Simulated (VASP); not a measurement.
Runs of VASP 6.6.1 on B7Se. The structure is that of space group P-43m (No. 215), or close to it. The cells are those of the table. 

| task | cell | k mesh | cutoff (eV) | gap on the mesh (eV) | pressure (GPa) | relaxed volume (Å³/atom) | largest force (eV/Å) |
| --- | --- | --- | --- | --- | --- | --- | --- |
| relaxation of cell and atoms | relaxed from a = 4.204 Å, 8 atoms | 10 × 10 × 10 | 600 | none | -0.1 | 9.26 | 0.01 |
| single point | a = 4.204 Å, 8 atoms | 4 × 4 × 4 | 520 | none | 0.0 | - | 0.06 |
| relaxation of cell and atoms | relaxed from a = 4.746 Å, 8 atoms | 4 × 4 × 4 | 600 | none | 0.0 | (a) | 0.01 |
| single point | a = 4.198 Å, 8 atoms | 10 × 10 × 10 | 520 | none | 0.0 | - | 0.01 |

Alike in all rows: level PBE; potentials or basis VASP PAW PBE potentials, release 64 (B, Se); no spin polarisation; smearing gaussian 0.1 eV.

Fill in the values left out.

(a) 9.28.

Caveats: some runs use coarse meshes; the volume moved by over 15 % at a fixed basis, so the end points are rough (some runs).

A k mesh can miss the band edges, and the runs leave out spin-orbit coupling on Se.

A gap of «none» marks levels without a gap at the run's occupations.
